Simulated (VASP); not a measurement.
# BeCdS4 (P2/m) in VASP: further runs

The runs below take BeCdS4 through relaxation of cell and atoms, single point, with PBE.

Program: VASP 6.6.1. These are calculated values, not measurements. Logs are shortened: lines on timing, memory, paths and dates and some standing lists are left out, and cuts for length are marked.

### Step 1. The cell of the first run

It takes space group P2/m (No. 10, monoclinic). Conventional cell: a = 5.688 Å, b = 3.086 Å, c = 6.403 Å, α = 90.00°, β = 90.06°, γ = 90.00°. Be (site symmetry 2/m) has 6 S at 2.45 to 2.47 Å and 2 Be at 3.09 Å within 3.2 Å. Cd (site symmetry 2/m) has 6 S at 2.59 to 2.60 Å and 2 Cd at 3.09 Å within 3.4 Å. S (site symmetry m) has 2 Be at 2.47 Å and 1 Cd at 2.60 Å and 3 S at 2.82 to 3.09 Å within 3.3 Å. S (site symmetry m) has 1 Be at 2.45 Å and 2 Cd at 2.59 Å and 3 S at 2.81 to 3.09 Å within 3.2 Å.

### Step 2. Relaxation of cell and atoms, PBE

INCAR

```
SYSTEM = BeCdS4
PREC     = Accurate       ! precision mode
ENCUT    = 600            ! plane-wave cutoff, eV
EDIFF    = 1E-7           ! SCF threshold, eV
ISMEAR   = 0              ! smearing method
SIGMA    = 0.2            ! smearing width, eV
LREAL    = .False.        ! projectors in reciprocal space
LASPH    = .True.         ! aspherical terms in the spheres
NELM     = 60             ! most SCF steps
ALGO     = Normal         ! electronic algorithm
ISIF     = 3              ! what is computed and relaxed
LWAVE    = .False.        ! write WAVECAR
LCHARG   = .False.        ! write CHGCAR
GGA      = PE             ! functional
IBRION   = 2              ! ionic algorithm
NSW      = 36             ! ionic steps
EDIFFG   = -0.08          ! ionic threshold
```

KPOINTS

```
regular mesh
0
Gamma
  3 5 3
  0 0 0
```

POSCAR

```
BeCdS4
1.0
    5.6881951000      0.0000000000      0.0000000000
    0.0000000000      3.0857955400      0.0000000000
   -0.0068618400      0.0000000000      6.4031614300
Be Cd S
1 1 4
Direct
    0.0000000000      0.0000000000      0.0000000000
    0.5000000000      0.5000000000      0.5000000000
    0.3030270000      0.5000000000      0.1337669900
    0.6969730000      0.5000000000      0.8662330100
    0.8222870200      0.0000000000      0.3479250100
    0.1777129800      0.0000000000      0.6520749900
```

Potentials or basis: VASP PAW PBE potentials, release 64 (Be, Cd, S).

Launch:

```sh
> cat potpaw_PBE.64/Be/POTCAR potpaw_PBE.64/Cd/POTCAR potpaw_PBE.64/S/POTCAR > POTCAR
> mpirun -np 1 vasp_std > vasp.out
```

OUTCAR:

```text
SYSTEM = BeCdS4
   PREC = Accurate
   ENCUT = 600
   EDIFF = 1E-7
   ISMEAR = 0
   LREAL = .False.
   LASPH = .True.
   NELM = 60
   ISIF = 3
   GGA = PE
   IBRION = 2
   NSW = 36
   EDIFFG = -0.08

 ion  position               nearest neighbor table
   1  0.000  0.000  0.000-   5 2.45   6 2.45   3 2.47   4 2.47   3 2.47   4 2.47
   2  0.500  0.500  0.500-   5 2.59   6 2.59   5 2.59   6 2.59   3 2.60   4 2.60
   3  0.303  0.500  0.134-   1 2.47   1 2.47   2 2.60
   4  0.697  0.500  0.866-   1 2.47   1 2.47   2 2.60
   5  0.822  0.000  0.348-   1 2.45   2 2.59   2 2.59
   6  0.178  0.000  0.652-   1 2.45   2 2.59   2 2.59

  LATTYP: Found a simple monoclinic cell.
 ALAT       =     5.6881951000
 B/A-ratio  =     0.5424911568
 C/A-ratio  =     1.1256936505
 COS(beta)  =    -0.0010716325

  Lattice vectors:

 A1 = (   5.6881951000,   0.0000000000,   0.0000000000)
 A2 = (   0.0000000000,   3.0857955400,   0.0000000000)
 A3 = (  -0.0068618400,   0.0000000000,   6.4031614300)

Analysis of symmetry for initial positions (statically):
=====================================================================
 Subroutine PRICEL returns:
 Original cell was already a primitive cell.

 Routine SETGRP: Setting up the symmetry group for a
 simple monoclinic supercell.

 Subroutine GETGRP returns: Found  4 space group operations
 (whereof  4 operations were pure point group operations)
 out of a pool of  4 trial point group operations.

The static configuration has the point symmetry C_2h.

Analysis of symmetry for dynamics (positions and initial velocities):
=====================================================================
 Subroutine PRICEL returns:
 Original cell was already a primitive cell.

 Routine SETGRP: Setting up the symmetry group for a
 simple monoclinic supercell.

 Subroutine GETGRP returns: Found  4 space group operations
 (whereof  4 operations were pure point group operations)
 out of a pool of  4 trial point group operations.

The dynamic configuration has the point symmetry C_2h.

 Subroutine INISYM returns: Found  4 space group operations
 (whereof  4 operations are pure point group operations),
 and found     1 'primitive' translations

----------------------------------------------------------------------------------------

                                     Primitive cell

  volume of cell :     112.3922

  direct lattice vectors                    reciprocal lattice vectors
     5.688195100  0.000000000  0.000000000     0.175802690  0.000000000  0.000188396
     0.000000000  3.085795540  0.000000000     0.000000000  0.324065541  0.000000000
    -0.006861840  0.000000000  6.403161430     0.000000000  0.000000000  0.156172855

  length of vectors
     5.688195100  3.085795540  6.403165107     0.175802791  0.324065541  0.156172855

  position of ions in fractional coordinates (direct lattice)
     0.000000000  0.000000000  0.000000000
     0.500000000  0.500000000  0.500000000
     0.303027000  0.500000000  0.133766990
     0.696973000  0.500000000  0.866233010
     0.822287020  0.000000000  0.347925010
     0.177712980  0.000000000  0.652074990

  ion indices of the primitive-cell ions
   primitive index   ion index
                 1           1
                 2           2
                 3           3
                 4           4
                 5           5
                 6           6

----------------------------------------------------------------------------------------

 KPOINTS: regular mesh

Automatic generation of k-mesh.
 Grid dimensions read from file:
 generate k-points for:    3    5    3

 Generating k-lattice:

  Cartesian coordinates                     Fractional coordinates (reciprocal lattice)
     0.058600897  0.000000000  0.000062799     0.333333333  0.000000000 -0.000000000
     0.000000000  0.064813108  0.000000000     0.000000000  0.200000000  0.000000000
     0.000000000  0.000000000  0.052057618     0.000000000  0.000000000  0.333333333

  Length of vectors
     0.058600930  0.064813108  0.052057618

  Shift w.r.t. Gamma in fractional coordinates (k-lattice)
     0.000000000  0.000000000  0.000000000

 Subroutine IBZKPT returns following result:
 ===========================================

 Found     15 irreducible k-points:

 Following reciprocal coordinates:
            Coordinates               Weight
  0.000000  0.000000  0.000000      1.000000
  0.333333  0.000000  0.000000      2.000000
  0.000000  0.200000  0.000000      2.000000
  0.333333  0.200000  0.000000      4.000000
  0.000000  0.400000  0.000000      2.000000
  0.333333  0.400000  0.000000      4.000000
  0.000000  0.000000  0.333333      2.000000
  0.333333  0.000000  0.333333      2.000000
 -0.333333  0.000000  0.333333      2.000000
  0.000000  0.200000  0.333333      4.000000
  0.333333  0.200000  0.333333      4.000000
 -0.333333  0.200000  0.333333      4.000000
  0.000000  0.400000  0.333333      4.000000
  0.333333  0.400000  0.333333      4.000000
 -0.333333  0.400000  0.333333      4.000000
   k-points           NKPTS =     15   k-points in BZ     NKDIM =     15   number of bands    NBANDS=     23
   number of dos      NEDOS =    301   number of ions     NIONS =      6
   total plane-waves  NPLWV =  72576
   dimension x,y,z NGX =    48 NGY =   28 NGZ =   54
   dimension x,y,z NGXF=    96 NGYF=   56 NGZF=  108
   ions per type =               1   1   4
   NGX,Y,Z   is equivalent  to a cutoff of  14.03, 15.08, 14.02 a.u.
   NGXF,Y,Z  is equivalent  to a cutoff of  28.06, 30.17, 28.04 a.u.
 SYSTEM =  BeCdS4
   PREC   = accura    normal or accurate (medium, high low for compatibility)
   ISTART =      0    job   : 0-new  1-cont  2-samecut
   ICHARG =      2    charge: 1-file 2-atom 10-const
   ISPIN  =      1    spin polarized calculation?
   LNONCOLLINEAR =      F non collinear calculations
   LSORBIT =      F    spin-orbit coupling
   LASPH  =      T    aspherical Exc in radial PAW
   ENCUT  =  600.0 eV  44.10 Ry    6.64 a.u.  11.36  6.16 12.79*2*pi/ulx,y,z
   NELM   =     60;   NELMIN=  2; NELMDL= -5     # of ELM steps
   EDIFF  = 0.1E-06   stopping-criterion for ELM
   LREAL  =      F    real-space projection
   EDIFFG = -.8E-01   stopping-criterion for IOM
   NSW    =     36    number of steps for IOM
   IBRION =      2    ionic relax: 0-MD 1-quasi-New 2-CG
   NFREE  =      1    steps in history (QN), initial steepest desc. (CG)
   ISIF   =      3    stress and relaxation
   ISYM   =      2    0-nonsym 1-usesym 2-fastsym
   POTIM  = 0.5000    time-step for ionic-motion
   TEBEG  =    0.0;   TEEND  =   0.0 temperature during run
   PSTRESS=    0.0 pullay stress
   NELECT =      38.0000    total number of electrons
   NUPDOWN=      -1.0000    fix difference up-down
   EMIN   =  10.00;   EMAX   =-10.00  energy-range for DOS
   EFERMI =   0.00;   METHOD = LEGACY
   ISMEAR =     0;   SIGMA  =   0.20  broadening in eV -4-tet -1-fermi 0-gaus
   EFERMI_NEDOS =   21; number of points for ismear=-14 and -15
   IALGO  =     38    algorithm
   IMIX   =      4    mixing-type and parameters
     AMIX     =   0.40;   BMIX     =  1.00
     AMIX_MAG =   1.60;   BMIX_MAG =  1.00
  volume/ion in A,a.u.               =      18.73       126.41
  Fermi-wavevector in a.u.,A,eV,Ry     =   1.140488  2.155210 17.697269  1.300713
  Thomas-Fermi vector in A             =   2.277190
   LORBIT       =      0    0 simple, 1 ext, 2 COOP (PROOUT), +10 PAW based schemes
   GGA     = PE    functional components
   LHFCALC =     F    Hartree Fock is set to
   AEXX    =    0.0000 exact exchange contribution
   IVDW    =     0    specifies the selected vdW correction
   LEPSILON=     F    determine dielectric tensor
   LRPA    =     F    only Hartree local field effects (RPA)
 conjugate gradient relaxation of ions
 non-spin polarized calculation
 Gauss-broadening in eV      SIGMA  =   0.20
  energy-cutoff  :      600.00
  volume of cell :      112.39
 maximum number of plane-waves:      3766
 NGX is ok and might be reduce to    48
   NGX = 23   NGY = 13   NGZ = 25

--------------------------------------- Ionic step        1  -------------------------------------------

 number of electron      38.0000004 magnetization

 Free energy of the ion-electron system (eV)
  ---------------------------------------------------
  ext. energy  EPLUGINS =         0.00000000
  ---------------------------------------------------
  free energy    TOTEN  =       -19.46049608 eV

  energy without entropy =      -19.34914520  energy(sigma->0) =      -19.40482064

------------------------ aborting loop because EDIFF is reached ----------------------------------------

  FORCE on cell =-STRESS in cart. coord.  units (eV):
  Direction    XX          YY          ZZ          XY          YZ          ZX
  --------------------------------------------------------------------------------------
  -------------------------------------------------------------------------------------
  Total       -3.8574739      1.1442458     -1.7041151      0.0000000      0.0000000     -0.5260157
  in kB      -54.9892124     16.3114972    -24.2925679      0.0000000      0.0000000     -7.4984799
  external PRESSURE =     -20.9900944 kB  Pullay stress =       0.0000000 kB
[... 101 lines left out ...]
  FREE ENERGIE OF THE ION-ELECTRON SYSTEM (eV)
  ---------------------------------------------------
  free  energy   TOTEN  =       -20.9264858240 eV

  energy  without entropy=      -20.8901059147  energy(sigma->0) =      -20.90829587

 E-fermi :   4.9987     XC(G=0):  -9.8103

 val. band max:        4.6201383226   @ k =   0.0000   0.0000   0.3333
 cond. band min:       5.3770068361   @ k =   0.3333   0.0000   0.0000
 fundamental gap:      0.7568685135
 Fermi energy:         4.9987309683

 k-point     1 :       0.0000    0.0000    0.0000
  band No.  band energies     occupation
      1     -11.3012      2.00000
      2     -10.3848      2.00000
      3      -6.9253      2.00000
      4      -6.6009      2.00000
      5      -3.9905      2.00000
      6      -3.8386      2.00000
[... 379 lines left out ...]
     22       7.2891      0.00000
     23       8.5648      0.00000

[... ionic steps 4 to 15 ...]

--------------------------------------- Ionic step       16  -------------------------------------------

 number of electron      37.9999999 magnetization

------------------------ aborting loop because EDIFF is reached ----------------------------------------
[... 35 lines left out ...]
--------------------------------------- Ionic step       17  -------------------------------------------

 number of electron      37.9999996 magnetization

 E-fermi :   5.4137     XC(G=0): -10.0053

 val. band max:        4.9963351275   @ k =   0.0000   0.0000   0.3333
 cond. band min:       5.8311374413   @ k =   0.3333   0.0000   0.0000
 fundamental gap:      0.8348023139
 Fermi energy:         5.4137029398

 k-point     1 :       0.0000    0.0000    0.0000
  band No.  band energies     occupation
      1     -11.0205      2.00000
      2      -9.9368      2.00000
      3      -6.7096      2.00000
      4      -6.2944      2.00000
      5      -3.6873      2.00000
      6      -3.5299      2.00000
[... 418 lines left out ...]
--------------------------------------- Ionic step       18  -------------------------------------------

 number of electron      37.9999993 magnetization

 Free energy of the ion-electron system (eV)
  ---------------------------------------------------
  ext. energy  EPLUGINS =         0.00000000
  ---------------------------------------------------
  free energy    TOTEN  =       -22.68907868 eV

  energy without entropy =      -22.68897813  energy(sigma->0) =      -22.68902841

 E-fermi :   5.3612     XC(G=0):  -9.9890

 val. band max:        4.9319836015   @ k =   0.0000   0.0000   0.3333
 cond. band min:       5.7906706583   @ k =   0.3333   0.0000   0.0000
 fundamental gap:      0.8586870569
 Fermi energy:         5.3612138761

 k-point     1 :       0.0000    0.0000    0.0000
  band No.  band energies     occupation
      1     -11.0187      2.00000
      2      -9.9360      2.00000
      3      -6.7514      2.00000
      4      -6.3153      2.00000
      5      -3.7164      2.00000
      6      -3.5673      2.00000
[... 412 lines left out ...]
  FREE ENERGIE OF THE ION-ELECTRON SYSTEM (eV)
  ---------------------------------------------------
  free  energy   TOTEN  =       -22.6890786813 eV

  energy  without entropy=      -22.6889781329  energy(sigma->0) =      -22.68902841

 reached required accuracy - stopping structural energy minimisation
```

Wall time 9.1 min (1 thread of Intel Xeon Platinum 8259CL at 2.50GHz (Skylake/Cascade Lake), shared host); peak memory 0.29 GiB.

What came out:

| Item | Value |
| --- | --- |
| Free energy | -22.6891 eV |
| Relaxed volume | 18.14 Å³/atom |
| Relaxed cell | a = 4.817 Å, b = 3.790 Å, c = 5.963 Å, α = 90.00°, β = 90.00°, γ = 90.00° |
| Space group after relaxing (to 0.05 Å) | P2/m (No. 10) |
| Energy gained by relaxing | 538.1 meV/atom |
| Ionic steps | 18 |
| Pressure after relaxing | 0.0 GPa |
| Largest force after relaxing | 0.061 eV/Å |
| Band gap on the k mesh | 0.86 eV, indirect (least direct gap 1.04 eV) |

Forces in eV/Å, atoms in the order of the input:
```
Be   0.000  0.000  0.000
Cd   0.000  0.000  0.000
S    0.023  0.000 -0.056
S   -0.023  0.000  0.056
S    0.021  0.000  0.025
S   -0.021  0.000 -0.025
```

Stress tensor (GPa, compression positive):
```
 0.18  0.00 -0.03
 0.00  0.08  0.00
-0.03  0.00 -0.31
```

Step by step:
| step | energy change (eV) | largest force (eV/Å) | pressure (GPa) | volume (Å³) |
| --- | --- | --- | --- | --- |
| 1 | 0.0000 | 1.7900 | -2.10 | 112.39 |
| 2 | -0.6516 | 1.3360 | -1.21 | 108.40 |
| 3 | -1.4660 | 2.4235 | 7.98 | 96.44 |
| 4 | -1.5135 | 1.8608 | 4.18 | 99.77 |
| 5 | -1.9340 | 2.1545 | 3.77 | 100.21 |
| 6 | -2.2231 | 2.1659 | 5.67 | 100.75 |
| 7 | -2.2849 | 1.9926 | 4.48 | 100.65 |
| 8 | -2.6288 | 1.5029 | 1.94 | 104.09 |
| 9 | -2.8752 | 2.6216 | -1.29 | 112.40 |
| 10 | -3.0679 | 1.2509 | -2.76 | 114.68 |
| 11 | -3.0822 | 0.8617 | -3.04 | 115.40 |
| 12 | -3.1563 | 0.5640 | -2.18 | 113.03 |
| 13 | -3.2165 | 0.1572 | -0.10 | 108.62 |
| 14 | -3.2166 | 0.1617 | 0.00 | 108.43 |
| 15 | -3.2208 | 0.1158 | 0.15 | 108.35 |
| 16 | -3.2246 | 0.1950 | 0.50 | 108.14 |
| 17 | -3.2275 | 0.0875 | 0.25 | 108.48 |
| 18 | -3.2286 | 0.0606 | -0.02 | 108.86 |

Final structure:
```xyz
6
Lattice="4.8166 0.0000 -0.0048 0.0000 3.7902 0.0000 0.0058 0.0000 5.9631" Properties=species:S:1:pos:R:3 pbc="T T T"
Be    0.0000    0.0000    0.0000
Cd    2.4112    1.8951    2.9792
S     1.4411    1.8951    0.4519
S     3.3813    1.8951    5.5064
S     4.1165    0.0000    2.2082
S     0.7059    0.0000    3.7501
```

Caveat: the relaxation stopped at a loose force limit of 0.08 eV/Å, so its end isn't a converged minimum.

### Step 3. Single point, PBE

This run uses another cell than the first one, of 18.12 Å³/atom, 0.967 times its volume.

INCAR

```
SYSTEM = BeCdS4
ALGO     = Normal         ! electronic algorithm
EDIFF    = 1E-6           ! SCF threshold, eV
ENCUT    = 520            ! plane-wave cutoff, eV
GGA      = PE             ! functional
ISIF     = 2              ! what is computed and relaxed
ISMEAR   = 0              ! smearing method
LASPH    = .TRUE.         ! aspherical terms in the spheres
LCHARG   = .TRUE.         ! write CHGCAR
LELF     = .TRUE.         ! ELF
LREAL    = .FALSE.        ! projectors in reciprocal space
LVHAR    = .TRUE.       
LWAVE    = .FALSE.        ! write WAVECAR
NBANDS   = 28             ! bands
NELM     = 100            ! most SCF steps
PREC     = Accurate       ! precision mode
SIGMA    = 0.2            ! smearing width, eV
```

KPOINTS

```
k-points
0
G
  3 5 3
  0 0 0
```

POSCAR

```
BeCdS4
1.0
    4.8234295690      0.0000000000      0.0055532635
    0.0000000000      3.7867106160      0.0000000000
    0.0004326224      0.0000000000      5.9517225234
Be Cd S
1 1 4
Direct
    0.0000000000      0.0000000000      0.0000000000
    0.5000000000      0.5000000000      0.5000000000
    0.2985051415      0.5000000000      0.0754869392
    0.7014948585      0.5000000000      0.9245130608
    0.8534588419      0.0000000000      0.3710704965
    0.1465411581      0.0000000000      0.6289295035
```

Potentials or basis: VASP PAW PBE potentials, release 64 (Be, Cd, S).

Launch:

```sh
> cat potpaw_PBE.64/Be/POTCAR potpaw_PBE.64/Cd/POTCAR potpaw_PBE.64/S/POTCAR > POTCAR
> mpirun -np 1 vasp_std > vasp.out
```

Run time: 18 s. Hardware: 1 thread of Intel Xeon 6975P-C (Granite Rapids), shared host; peak memory 0.22 GiB.

The run converged. Its results:

```
Free energy            : -22.6917 eV
Pressure               : 0.0 GPa
Largest force          : 0.121 eV/Å
Band gap on the k mesh : 0.85 eV, indirect (least direct gap 1.03 eV)
```

Forces in eV/Å, atoms in the order of the input:
```
Be   0.000  0.000  0.000
Cd   0.000  0.000  0.000
S    0.057  0.000 -0.027
S   -0.057  0.000  0.027
S    0.103  0.000  0.062
S   -0.103  0.000 -0.062
```

Stress tensor (GPa, compression positive):
```
-0.12  0.00 -0.14
 0.00  0.40  0.00
-0.14  0.00 -0.17
```

Levels at points of the mesh, in eV from the valence-band top:
```tsv
k point	band 15	band 16	band 17	band 18	band 19	band 20	band 21	band 22	band 23	band 24
(0.00, 0.00, 0.00)	-3.72	-2.71	-0.98	-0.65	-0.21	1.88	2.46	2.80	2.95	4.14
```

Caveat: the k points lie up to 0.43 Å⁻¹ apart. A k mesh can miss the band edges.
